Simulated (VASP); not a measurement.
# CdS (P4/mmm) in VASP: a series of runs

The runs below take CdS through single point, relaxation of cell and atoms, with r2SCAN.

Everything below comes from runs of VASP 6.6.1. Logs are shortened: lines on timing, memory, paths and dates and some standing lists are left out, and cuts for length are marked.

### Step 1. The cell of the first run

The structure is tetragonal, space group P4/mmm (No. 123). The conventional cell has a = 3.416 Å, b = 3.416 Å, c = 4.477 Å, α = 90.00°, β = 90.00°, γ = 90.00°. Cd (site symmetry 4/mmm) has 8 S at 3.29 Å and 4 Cd at 3.42 Å within 4.3 Å. S (site symmetry 4/mmm) has 8 Cd at 3.29 Å and 4 S at 3.42 Å within 4.3 Å.

### Step 2. Single point, r2SCAN

File POSCAR:

```
CdS
1.0
    3.4160221691      0.0000000000      0.0000000000
    0.0000000000      3.4160221691      0.0000000000
    0.0000000000      0.0000000000      4.4774290574
Cd S
1 1
Direct
    0.5000000000      0.5000000000      0.5000000000
    0.0000000000      0.0000000000      0.0000000000
```

File INCAR.step1:

```
PREC = Accurate ; ENCUT = 520
ISMEAR = 0 ; SIGMA = 0.1
LREAL = F ; LASPH = T
NELM = 80 ; NBANDS = 16
GGA = PE ; ALGO = Normal
EDIFF = 1E-4 ; LWAVE = T
LCHARG = F
```

File INCAR.step2:

```
PREC = Accurate ; ENCUT = 520
EDIFF = 1E-6 ; ISMEAR = 0
SIGMA = 0.1 ; LREAL = F
LASPH = T ; NELM = 80
ALGO = Normal ; ISIF = 2
LWAVE = F ; LCHARG = T
METAGGA = R2SCAN ; LMIXTAU = T
LELF = T ; LVHAR = T
NBANDS = 16 ; ISTART = 1
```

File KPOINTS:

```
regular mesh
0
Gamma
  6 6 4
```

Potentials or basis: VASP PAW PBE potentials, release 64 (Cd, S).

On the command line:

```sh
$ cat potpaw_PBE.64/Cd/POTCAR potpaw_PBE.64/S/POTCAR > POTCAR
$ cp INCAR.step1 INCAR
$ mpirun -np 1 vasp_std > vasp.out
$ cp INCAR.step2 INCAR
$ mpirun -np 1 vasp_std > vasp.out
```

OUTCAR:

```text
PREC = Accurate
   ENCUT = 520
   EDIFF = 1E-6
   ISMEAR = 0
   LREAL = F
   LASPH = T
   NELM = 80
   ISIF = 2
   METAGGA = R2SCAN
   ISTART = 1

 ion  position               nearest neighbor table
   1  0.500  0.500  0.500-
   2  0.000  0.000  0.000-

  LATTYP: Found a simple tetragonal cell.
 ALAT       =     3.4160221691
 C/A-ratio  =     1.3107142857

  Lattice vectors:

 A1 = (   3.4160221691,   0.0000000000,   0.0000000000)
 A2 = (   0.0000000000,   3.4160221691,   0.0000000000)
 A3 = (   0.0000000000,   0.0000000000,   4.4774290574)

Analysis of symmetry for initial positions (statically):
=====================================================================
 Subroutine PRICEL returns:
 Original cell was already a primitive cell.

 Routine SETGRP: Setting up the symmetry group for a
 simple tetragonal supercell.

 Subroutine GETGRP returns: Found 16 space group operations
 (whereof 16 operations were pure point group operations)
 out of a pool of 16 trial point group operations.

The static configuration has the point symmetry D_4h.

Analysis of symmetry for dynamics (positions and initial velocities):
=====================================================================
 Subroutine PRICEL returns:
 Original cell was already a primitive cell.

 Routine SETGRP: Setting up the symmetry group for a
 simple tetragonal supercell.

 Subroutine GETGRP returns: Found 16 space group operations
 (whereof 16 operations were pure point group operations)
 out of a pool of 16 trial point group operations.

The dynamic configuration has the point symmetry D_4h.

 Subroutine INISYM returns: Found 16 space group operations
 (whereof 16 operations are pure point group operations),
 and found     1 'primitive' translations

----------------------------------------------------------------------------------------

                                     Primitive cell

  volume of cell :      52.2480

  direct lattice vectors                    reciprocal lattice vectors
     3.416022169  0.000000000  0.000000000     0.292738147  0.000000000  0.000000000
     0.000000000  3.416022169  0.000000000     0.000000000  0.292738147  0.000000000
     0.000000000  0.000000000  4.477429057     0.000000000  0.000000000  0.223342455

  length of vectors
     3.416022169  3.416022169  4.477429057     0.292738147  0.292738147  0.223342455

  position of ions in fractional coordinates (direct lattice)
     0.500000000  0.500000000  0.500000000
     0.000000000  0.000000000  0.000000000

  ion indices of the primitive-cell ions
   primitive index   ion index
                 1           1
                 2           2

----------------------------------------------------------------------------------------

 KPOINTS: regular mesh

Automatic generation of k-mesh.
 Grid dimensions read from file:
 generate k-points for:    6    6    4

 Generating k-lattice:

  Cartesian coordinates                     Fractional coordinates (reciprocal lattice)
     0.048789691  0.000000000  0.000000000     0.166666667  0.000000000  0.000000000
     0.000000000  0.048789691  0.000000000     0.000000000  0.166666667  0.000000000
     0.000000000  0.000000000  0.055835614     0.000000000  0.000000000  0.250000000

  Length of vectors
     0.048789691  0.048789691  0.055835614

  Shift w.r.t. Gamma in fractional coordinates (k-lattice)
     0.000000000  0.000000000  0.000000000

 Subroutine IBZKPT returns following result:
 ===========================================

 Found     30 irreducible k-points:

 Following reciprocal coordinates:
            Coordinates               Weight
  0.000000  0.000000  0.000000      1.000000
  0.166667  0.000000  0.000000      4.000000
  0.333333  0.000000  0.000000      4.000000
  0.500000  0.000000  0.000000      2.000000
  0.166667  0.166667  0.000000      4.000000
  0.333333  0.166667  0.000000      8.000000
[... 16 lines left out ...]
  0.333333  0.000000  0.500000      4.000000
  0.500000  0.000000  0.500000      2.000000
 [... further k-points ...]
   k-points           NKPTS =     30   k-points in BZ     NKDIM =     30   number of bands    NBANDS=     16
   number of dos      NEDOS =    301   number of ions     NIONS =      2
   total plane-waves  NPLWV =  28224
   dimension x,y,z NGX =    28 NGY =   28 NGZ =   36
   dimension x,y,z NGXF=    56 NGYF=   56 NGZF=   72
   ions per type =               1   1
   NGX,Y,Z   is equivalent  to a cutoff of  13.63, 13.63, 13.37 a.u.
   NGXF,Y,Z  is equivalent  to a cutoff of  27.25, 27.25, 26.73 a.u.
 SYSTEM =  unknown system
   PREC   = accura    normal or accurate (medium, high low for compatibility)
   ISTART =      1    job   : 0-new  1-cont  2-samecut
   ICHARG =      0    charge: 1-file 2-atom 10-const
   ISPIN  =      1    spin polarized calculation?
   LNONCOLLINEAR =      F non collinear calculations
   LSORBIT =      F    spin-orbit coupling
   LASPH  =      T    aspherical Exc in radial PAW
   ENCUT  =  520.0 eV  38.22 Ry    6.18 a.u.   6.35  6.35  8.33*2*pi/ulx,y,z
   NELM   =     80;   NELMIN=  2; NELMDL=  0     # of ELM steps
   EDIFF  = 0.1E-05   stopping-criterion for ELM
   LREAL  =      F    real-space projection
   EDIFFG = 0.1E-04   stopping-criterion for IOM
   NSW    =      0    number of steps for IOM
   IBRION =     -1    ionic relax: 0-MD 1-quasi-New 2-CG
   NFREE  =      0    steps in history (QN), initial steepest desc. (CG)
   ISIF   =      2    stress and relaxation
   ISYM   =      2    0-nonsym 1-usesym 2-fastsym
   POTIM  = 0.5000    time-step for ionic-motion
   TEBEG  =    0.0;   TEEND  =   0.0 temperature during run
   PSTRESS=    0.0 pullay stress
   NELECT =      18.0000    total number of electrons
   NUPDOWN=      -1.0000    fix difference up-down
   EMIN   =  10.00;   EMAX   =-10.00  energy-range for DOS
   EFERMI =   0.00;   METHOD = LEGACY
   ISMEAR =     0;   SIGMA  =   0.10  broadening in eV -4-tet -1-fermi 0-gaus
   EFERMI_NEDOS =   21; number of points for ismear=-14 and -15
   IALGO  =     38    algorithm
   IMIX   =      4    mixing-type and parameters
     AMIX     =   0.40;   BMIX     =  1.00
     AMIX_MAG =   1.60;   BMIX_MAG =  1.00
  volume/ion in A,a.u.               =      26.12       176.29
  Fermi-wavevector in a.u.,A,eV,Ry     =   1.147649  2.168742 17.920200  1.317098
  Thomas-Fermi vector in A             =   2.284328
   LORBIT       =      0    0 simple, 1 ext, 2 COOP (PROOUT), +10 PAW based schemes
   METAGGA = R2SCAN    functional components
   LHFCALC =     F    Hartree Fock is set to
   AEXX    =    0.0000 exact exchange contribution
   IVDW    =     0    specifies the selected vdW correction
   LEPSILON=     F    determine dielectric tensor
   LRPA    =     F    only Hartree local field effects (RPA)
 non-spin polarized calculation
 Gauss-broadening in eV      SIGMA  =   0.10
  energy-cutoff  :      520.00
  volume of cell :       52.25
 maximum number of plane-waves:      1424
 NGX is ok and might be reduce to    28
   NGX = 13   NGY = 13   NGZ = 17

 number of electron      18.0000002 magnetization

 Free energy of the ion-electron system (eV)
  ---------------------------------------------------
  ext. energy  EPLUGINS =         0.00000000
  ---------------------------------------------------
  free energy    TOTEN  =       -27.27341627 eV

  energy without entropy =      -27.26225430  energy(sigma->0) =      -27.26783529

 E-fermi :   1.8037     XC(G=0):  -9.8405

 val. band max:        1.7997778449   @ k =   0.1667   0.1667   0.0000
 cond. band min:       1.8100872157   @ k =   0.1667   0.0000   0.5000
 fundamental gap:      0.0103093708
 Fermi energy:         1.8037364528

 k-point     1 :       0.0000    0.0000    0.0000
  band No.  band energies     occupation
      1     -11.1707      2.00000
      2      -7.5970      2.00000
      3      -7.3457      2.00000
      4      -7.0776      2.00000
      5      -7.0776      2.00000
      6      -7.0701      2.00000
[... 8 lines left out ...]
     15      12.0179      0.00000
     16      14.8632      0.00000

 k-point     2 :       0.1667    0.0000    0.0000
  band No.  band energies     occupation
      1     -11.0018      2.00000
      2      -7.5364      2.00000
      3      -7.2941      2.00000
      4      -7.1433      2.00000
      5      -7.1103      2.00000
      6      -7.0723      2.00000
[... 8 lines left out ...]
     15      12.1591      0.00000
     16      14.7232      0.00000

 k-point     3 :       0.3333    0.0000    0.0000
  band No.  band energies     occupation
      1     -10.6172      2.00000
      2      -7.4624      2.00000
      3      -7.2674      2.00000
      4      -7.1892      2.00000
      5      -7.1580      2.00000
      6      -7.0617      2.00000
[... 8 lines left out ...]
     15      14.3227      0.00000
     16      15.2910      0.00000

 k-point     4 :       0.5000    0.0000    0.0000
  band No.  band energies     occupation
      1     -10.3927      2.00000
      2      -7.4394      2.00000
      3      -7.3263      2.00000
      4      -7.2279      2.00000
      5      -7.0910      2.00000
      6      -7.0564      2.00000
[... 8 lines left out ...]
     15      13.7663      0.00000
     16      15.4649      0.00000

 k-point     5 :       0.1667    0.1667    0.0000
  band No.  band energies     occupation
      1     -10.8416      2.00000
      2      -7.4522      2.00000
      3      -7.2674      2.00000
      4      -7.1480      2.00000
      5      -7.1444      2.00000
      6      -7.1187      2.00000
[... 8 lines left out ...]
     15      12.7865      0.00000
     16      12.8772      0.00000

 k-point     6 :       0.3333    0.1667    0.0000
  band No.  band energies     occupation
      1     -10.4807      2.00000
      2      -7.3491      2.00000
      3      -7.2513      2.00000
      4      -7.2253      2.00000
      5      -7.1395      2.00000
      6      -7.1125      2.00000
[... 8 lines left out ...]
     15      12.7084      0.00000
     16      13.7742      0.00000

 k-point     7 :       0.5000    0.1667    0.0000
  band No.  band energies     occupation
      1     -10.2734      2.00000
      2      -7.3233      2.00000
      3      -7.3056      2.00000
      4      -7.2476      2.00000
      5      -7.1043      2.00000
      6      -7.0736      2.00000
[... 8 lines left out ...]
     15      13.2097      0.00000
     16      15.0963      0.00000

 k-point     8 :       0.3333    0.3333    0.0000
  band No.  band energies     occupation
      1     -10.1829      2.00000
      2      -7.2641      2.00000
      3      -7.2285      2.00000
      4      -7.2015      2.00000
      5      -7.1221      2.00000
      6      -7.1204      2.00000
[... 8 lines left out ...]
     15      11.1654      0.00000
     16      13.6200      0.00000

 k-point     9 :       0.5000    0.3333    0.0000
  band No.  band energies     occupation
      1     -10.0192      2.00000
      2      -7.2640      2.00000
      3      -7.2638      2.00000
      4      -7.1976      2.00000
      5      -7.1176      2.00000
      6      -7.0112      2.00000
[... 8 lines left out ...]
     15      11.2916      0.00000
     16      12.7799      0.00000
[... 172 lines left out ...]
 k-point    19 :       0.5000    0.3333    0.2500
  band No.  band energies     occupation
      1      -9.9583      2.00000
      2      -7.3887      2.00000
      3      -7.2316      2.00000
      4      -7.2091      2.00000
      5      -7.0969      2.00000
      6      -6.9987      2.00000
[... 8 lines left out ...]
     15      12.3046      0.00000
     16      13.6744      0.00000

 k-point    20 :       0.5000    0.5000    0.2500
  band No.  band energies     occupation
      1      -9.7899      2.00000
      2      -7.3799      2.00000
      3      -7.2836      2.00000
      4      -7.2836      2.00000
      5      -7.0397      2.00000
      6      -6.9260      2.00000
[... 8 lines left out ...]
     15      12.9233      0.00000
     16      12.9233      0.00000

 k-point    21 :       0.0000    0.0000    0.5000
  band No.  band energies     occupation
      1     -10.9379      2.00000
      2      -7.5922      2.00000
      3      -7.3194      2.00000
      4      -7.1034      2.00000
      5      -7.1034      2.00000
      6      -7.0688      2.00000
[... 8 lines left out ...]
     15      11.8760      0.00000
     16      13.7693      0.00000

 k-point    22 :       0.1667    0.0000    0.5000
  band No.  band energies     occupation
      1     -10.8126      2.00000
      2      -7.5310      2.00000
      3      -7.2590      2.00000
      4      -7.1071      2.00000
      5      -7.1041      2.00000
      6      -7.0949      2.00000
[... 8 lines left out ...]
     15      12.4069      0.00000
     16      14.6129      0.00000

 k-point    23 :       0.3333    0.0000    0.5000
  band No.  band energies     occupation
      1     -10.5428      2.00000
      2      -7.4558      2.00000
      3      -7.1824      2.00000
      4      -7.0977      2.00000
      5      -7.0779      2.00000
      6      -7.0769      2.00000
[... 8 lines left out ...]
     15      13.5935      0.00000
     16      14.2770      0.00000

 k-point    24 :       0.5000    0.0000    0.5000
  band No.  band energies     occupation
      1     -10.3971      2.00000
      2      -7.4318      2.00000
      3      -7.2195      2.00000
      4      -7.0694      2.00000
      5      -7.0412      2.00000
      6      -7.0072      2.00000
[... 8 lines left out ...]
     15      13.6161      0.00000
     16      14.0487      0.00000

 [... further k-points ...]

------------------------ aborting loop because EDIFF is reached ----------------------------------------

  FORCE on cell =-STRESS in cart. coord.  units (eV):
  Direction    XX          YY          ZZ          XY          YZ          ZX
  --------------------------------------------------------------------------------------
  -------------------------------------------------------------------------------------
  Total       -1.9681556     -1.9681556     -6.0463902      0.0000000     -0.0000000      0.0000000
  in kB      -60.3531495    -60.3531495   -185.4115060      0.0000000     -0.0000000      0.0000000
  external PRESSURE =    -102.0392683 kB  Pullay stress =       0.0000000 kB

 VOLUME and BASIS-vectors are now :
 -----------------------------------------------------------------------------
  energy-cutoff  :      520.00
  volume of cell :       52.25
      direct lattice vectors                 reciprocal lattice vectors
     3.416022169  0.000000000  0.000000000     0.292738147  0.000000000  0.000000000
     0.000000000  3.416022169  0.000000000     0.000000000  0.292738147  0.000000000
     0.000000000  0.000000000  4.477429057     0.000000000  0.000000000  0.223342455

 POSITION                                       TOTAL-FORCE (eV/Angst)
 -----------------------------------------------------------------------------------
      1.70801      1.70801      2.23871         0.000000      0.000000      0.000000
      0.00000      0.00000      0.00000         0.000000      0.000000      0.000000
 -----------------------------------------------------------------------------------
    total drift:                                0.000000      0.000000      0.000000

  FREE ENERGIE OF THE ION-ELECTRON SYSTEM (eV)
  ---------------------------------------------------
  free  energy   TOTEN  =       -27.2734162707 eV

  energy  without entropy=      -27.2622543024  energy(sigma->0) =      -27.26783529
```

It took 3 min on 1 thread of Intel Xeon 8259CL, shared host; peak memory 0.15 GiB.

What came out:

```yaml
Free_energy: -27.2734 eV
Pressure: -10.2 GPa
Band_gap_on_the_k_mesh: zero (bands 9 and 10 overlap by 0.84 eV)
```

Caveat: the cell stands under tension; the PAW data sets were made with another functional, which shifts forces and pressure a little.

### Step 3. Relaxation of cell and atoms, r2SCAN

POSCAR is that of step 2.

File INCAR.step1:

```
SYSTEM = CdS
PREC = Accurate
ENCUT = 600
ISMEAR = 0
SIGMA = 0.1
LREAL = .False.
LASPH = .True.
NELM = 100
GGA = PE
ALGO = Normal
EDIFF = 1E-4
LWAVE = .True.
LCHARG = .False.
```

File INCAR.step2:

```
SYSTEM = CdS
PREC = Accurate
ENCUT = 600
EDIFF = 1E-6
ISMEAR = 0
SIGMA = 0.1
LREAL = .False.
LASPH = .True.
NELM = 100
ALGO = Normal
ISIF = 3
LWAVE = .False.
LCHARG = .False.
METAGGA = R2SCAN
LMIXTAU = .True.
IBRION = 2
NSW = 90
EDIFFG = -0.04
ISTART = 1
```

File KPOINTS:

```
regular mesh
0
Gamma
  6 6 4
  0 0 0
```

Potentials or basis: VASP PAW PBE potentials, release 64 (Cd, S).

On the command line:

```sh
$ cat potpaw_PBE.64/Cd/POTCAR potpaw_PBE.64/S/POTCAR > POTCAR
$ cp INCAR.step1 INCAR
$ mpirun -np 1 vasp_std > vasp.out
$ cp INCAR.step2 INCAR
$ mpirun -np 1 vasp_std > vasp.out
```

Run time: 20 min. Hardware: 1 thread of Intel Xeon 8259CL, shared host; peak memory 0.18 GiB.

The run converged. Its results:

```yaml
Free_energy: -28.3931 eV
Relaxed_volume: 19.54 Å³/atom
Relaxed_cell: a = 3.368 Å, b = 3.368 Å, c = 3.446 Å, α = 90.00°, β = 90.00°, γ = 90.00°
Space_group_after_relaxing_to_0.1_Å: Pm-3m (No. 221)
Energy_gained_by_relaxing: 559.6 meV/atom
Ionic_steps: 12
Pressure_after_relaxing: 0.0 GPa
Band_gap_on_the_k_mesh: zero (bands 9 and 10 overlap by 0.61 eV)
```

Stress tensor (GPa, compression positive):
```
-0.06  0.00  0.00
 0.00 -0.06  0.00
 0.00  0.00  0.13
```

The path:
```tsv
step	energy change (eV)	largest force (eV/Å)	pressure (GPa)	volume (Å³)
1	0.0000	0.0000	-10.25	52.25
2	-0.8807	0.0000	-1.80	40.45
3	-0.9509	0.0000	2.09	38.22
4	-0.8544	0.0000	15.48	33.97
5	-0.9612	0.0000	3.99	37.41
6	-1.0973	0.0000	3.69	37.47
7	-1.0993	0.0000	3.68	37.48
8	-1.1011	0.0000	3.67	37.49
9	-1.1015	0.0000	3.66	37.49
10	-1.1017	0.0000	3.66	37.49
11	-1.1150	0.0000	-1.61	39.92
12	-1.1192	0.0000	0.00	39.09
```

Final structure:
```xyz
2
Lattice="3.3680 0.0000 0.0000 0.0000 3.3680 0.0000 0.0000 0.0000 3.4457" Properties=species:S:1:pos:R:3 pbc="T T T"
Cd    1.6840    1.6840    1.7228
S     0.0000    0.0000    0.0000
```

Levels at points of the mesh, in eV from the Fermi level:
| k point | band 7 | band 8 | band 9 | band 10 | band 11 | band 12 |
| --- | --- | --- | --- | --- | --- | --- |
| (0.00, 0.00, 0.00) | -1.55 | -1.23 | -1.23 | -0.60 | 6.94 | 7.11 |
| (0.50, 0.00, 0.00) | -6.08 | -0.22 | 0.00 | 3.77 | 4.83 | 7.35 |
| (0.50, 0.50, 0.00) | -4.59 | -4.59 | -0.62 | -0.17 | 8.07 | 8.07 |
| (0.00, 0.00, 0.50) | -6.19 | -0.05 | -0.05 | 4.01 | 4.89 | 7.78 |
| (0.50, 0.00, 0.50) | -4.68 | -4.59 | -0.85 | 0.02 | 8.26 | 8.49 |
| (0.50, 0.50, 0.50) | -2.28 | -2.28 | -2.12 | 2.04 | 2.04 | 2.14 |

Caveat: the volume moved by over 15 % at a fixed basis, so the end points are rough; semilocal functionals underestimate gaps, so a narrow gap can read as zero; the PAW data sets were made with another functional, which shifts forces and pressure a little.
